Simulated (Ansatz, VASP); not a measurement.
One calculation of GaF, two programs

```
CELL_PARAMETERS angstrom
3.16592 0.00000 0.00000
0.00000 3.16592 0.00000
0.00000 0.00000 3.16592
ATOMIC_POSITIONS crystal
Ga 0.00000 0.00000 0.00000
F 0.50000 0.50000 0.50000
```

Alike in both runs: functional r2SCAN0; k mesh 5 × 5 × 5; occupations fermi-dirac, width 0.05 eV; no spin polarisation.

|  | VASP | Ansatz |
| --- | --- | --- |
| version | VASP 6.6.1 | Ansatz 0.2.0 |
| potentials or method | VASP PAW PBE potentials, release 64 (Ga_d, F) | Ansatz PAW |
| plane-wave cutoff (eV) | 520 | 500 |
| valence electrons in the cell | 20 | 20 |
| task | single point | projected density of states |

Ansatz gave:

| Item | Value |
| --- | --- |
| gap on the k mesh at the Fermi level (eV) | 3.72 |
| least direct gap on the mesh (eV) | 4.67 |
| pressure (GPa) | -1.7 |

Problem. Estimate VASP's values.

Solution. gap on the k mesh at the Fermi level (eV): 3.77; least direct gap on the mesh (eV): 4.69; pressure (GPa): -1.8.

VASP's potentials were made for PBE, not for r2SCAN0.

Noted on Ansatz's run: odd divisions of the mesh miss points on the zone boundary, where band edges often lie, so the gap on the mesh can be too wide.
